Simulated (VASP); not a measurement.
The system is Ge.

```xyz
2
Lattice="0.0766 2.8284 2.8284 2.8284 0.0766 2.8284 2.8284 2.8284 0.0766" Properties=species:S:1:pos:R:3 pbc="T T T"
Ge    0.0098    0.0098    0.0098
Ge    1.4235    1.4235    1.4235
```

This cell differs from its parent crystal: epitaxial 111 strain -3.0%.

Base run:

| Property | Result |
| --- | --- |
| Program | VASP 6.6.1 |
| Functional | r2SCAN |
| Potentials or basis | VASP PAW PBE potentials, release 64 (Ge_d) |
| Cutoff | 520 eV |
| k mesh | 8 × 8 × 8 |
| Occupations | fermi-dirac, width 0.02 eV |
| Spin | no spin polarisation |

Its results: band gap on the k mesh 0.28 eV, indirect (least direct gap 0.53 eV); pressure 4.2 GPa; largest force 0.009 eV/Å.

The run is repeated on the same cell with these changes: functional from r2SCAN to PBE; further incar settings from ALGO = Normal; EDIFF = 1e-07; NBANDS = 21 to ALGO = Normal; EDIFF = 1e-06; NBANDS = 21. What comes out?

Band gap on the k mesh 0.02 eV, indirect (least direct gap 0.17 eV); pressure 7.1 GPa; largest force 0.060 eV/Å.

Caveats: the PAW data sets were made with another functional, which shifts forces and pressure a little (some runs).

A k mesh can miss the band edges.
